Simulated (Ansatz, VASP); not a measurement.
BeTe in VASP and in Ansatz

```
CELL_PARAMETERS angstrom
0.00000 2.77000 2.77000
2.77000 0.00000 2.77000
2.77000 2.77000 0.00000
ATOMIC_POSITIONS crystal
Be 0.00000 0.00000 0.00000
Te 0.75000 0.75000 0.75000
```

Alike in both runs: task single point; functional PBE0; k mesh 4 × 4 × 4; no spin polarisation.

|  | VASP | Ansatz |
| --- | --- | --- |
| version | VASP 6.6.1 | Ansatz 0.2.0 |
| potentials or method | VASP PAW PBE potentials, release 64 (Be, Te), cutoff 520 eV | plane waves, PAW |
| occupations | gaussian, width 0.01 eV | fixed |
| valence electrons in the cell | 8 | 18 |

|  | VASP | Ansatz | Ansatz less VASP |
| --- | --- | --- | --- |
| gap on the k mesh at the Fermi level (eV) | 3.24 | 3.22 | -0.019 |

VASP's potentials hold 8 valence electrons a cell and Ansatz's 18, so a difference there can come from the potentials and not from the codes.

The k mesh is coarse, so the values compare programs but aren't converged. Neither program's run includes spin-orbit coupling.
